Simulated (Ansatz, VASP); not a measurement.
**InP: VASP beside Ansatz**

```xyz
4
Lattice="3.2322 0.0000 0.0000 0.0000 5.4199 0.0000 0.0000 0.0000 5.6042" Properties=species:S:1:pos:R:3 pbc="T T T"
In    0.8080    2.7099    1.4807
In    2.4241    2.7099    4.1235
P     2.4241    0.0000    4.8598
P     0.8080    0.0000    0.7444
```

Change from the starting cell: the structure that the rattled cell fell into.

Alike in both runs: task relaxation of cell and atoms; functional PBE; k mesh 14 × 8 × 8; occupations gaussian, width 0.1 eV; no spin polarisation.

```csv
,VASP,Ansatz
version,VASP 6.6.1,Ansatz 0.2.0
potentials or method,"VASP PAW PBE potentials, release 64 (In_d, P), cutoff 600 eV","scalar-relativistic, plane waves, PAW"
valence electrons in the cell,36,36
```

|  | VASP | Ansatz | Ansatz less VASP |
| --- | --- | --- | --- |
| gap on the k mesh at the Fermi level, each at its own relaxed structure (eV) | none | none | - |
| relaxed volume (Å³/atom) | 24.42 | 24.40 | -0.013 |
| relaxed length of the cell vector where the two differ most in proportion (Å) | 5.476 | 5.473 | -0.0037 |

A gap of «none» marks a metal or a gap that the smearing closes.
